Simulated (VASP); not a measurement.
Here is a VASP 6.6.1 calculation.

INCAR

```
SYSTEM = Hf2ScO2
PREC = Accurate ; ENCUT = 600
EDIFF = 1E-7 ; ISMEAR = 0
SIGMA = 0.1 ; LREAL = .False.
LASPH = .True. ; NELM = 120
ALGO = Normal ; ISIF = 4
LWAVE = .False. ; LCHARG = .False.
GGA = PE ; IBRION = 2
NSW = 50 ; EDIFFG = -0.01
GGA_COMPAT = .False. ; NELMIN = 4
```

Contents of KPOINTS:

```
regular mesh
0
Gamma
  12 12 2
  0 0 0
```

Contents of POSCAR:

```
Hf2ScO2
1.0
    3.2522736523      0.0000000000      0.0000000000
   -1.6261368261      2.8165516029      0.0000000000
    0.0000000000      0.0000000000     16.0805403140
Hf Sc O
4 2 4
Direct
    0.6666666667      0.3333333333      0.4225935426
    0.6666666667      0.3333333333      0.0774064574
    0.3333333333      0.6666666667      0.9225935426
    0.3333333333      0.6666666667      0.5774064574
    0.3333333333      0.6666666667      0.2500000000
    0.6666666667      0.3333333333      0.7500000000
    0.0000000000      0.0000000000      0.3356339480
    0.0000000000      0.0000000000      0.1643660520
    0.0000000000      0.0000000000      0.8356339480
    0.0000000000      0.0000000000      0.6643660520
```

Potentials or basis: VASP PAW PBE potentials, release 64 (Hf_pv, Sc_sv, O).

Command:

```console
$ cat potpaw_PBE.64/Hf_pv/POTCAR potpaw_PBE.64/Sc_sv/POTCAR potpaw_PBE.64/O/POTCAR > POTCAR
$ mpirun -np 1 vasp_std > vasp.out
```

(1) Estimate the band gap on the k mesh.

## Answers

(1) zero (bands 43 and 44 overlap by 1.26 eV).

Caveat: spin-orbit coupling is left out, which moves the levels of the heavy elements.
